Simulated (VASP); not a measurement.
A run of VASP 6.6.1 is set up as follows.

INCAR

```
  PREC = Accurate
  ENCUT = 520
  EDIFF = 1E-6
  ISMEAR = 0
  SIGMA = 0.1
  LREAL = False
  LASPH = True
  NELM = 150
  ALGO = Normal
  ISIF = 2
  LWAVE = False
  LCHARG = True
  ISPIN = 2
  MAGMOM = 0 0 0 1
  LORBIT = 11
  LMAXMIX = 4
  GGA = PS
  LELF = True
  LVHAR = True
  NBANDS = 38
```

KPOINTS

```
regular mesh
0
Gamma
  6 6 6
```

File POSCAR:

```
NiGe3
1.0
    3.8245629210      0.0000000000      0.0000000000
    0.0000000000      3.8245629210      0.0000000000
    0.0000000000      0.0000000000      3.8245629210
Ge Ni
3 1
Direct
    0.0000000000      0.5000000000      0.5000000000
    0.5000000000      0.0000000000      0.5000000000
    0.5000000000      0.5000000000      0.0000000000
    0.0000000000      0.0000000000      0.0000000000
```

Potentials or basis: VASP PAW PBE potentials, release 64 (Ge_d, Ni).

Command:

```bash
$ cat potpaw_PBE.64/Ge_d/POTCAR potpaw_PBE.64/Ni/POTCAR > POTCAR
$ mpirun -np 1 vasp_std > vasp.out
```

Task: Predict the net moment.

Result: 0.00 μB per cell.

Task: What does it give for the band gap on the k mesh?

Result: Zero (filled and empty bands overlap).

Task: What does it give for the pressure?

Result: 13.9 GPa.

Caveat: the PAW data sets were made with another functional, which shifts forces and pressure a little.
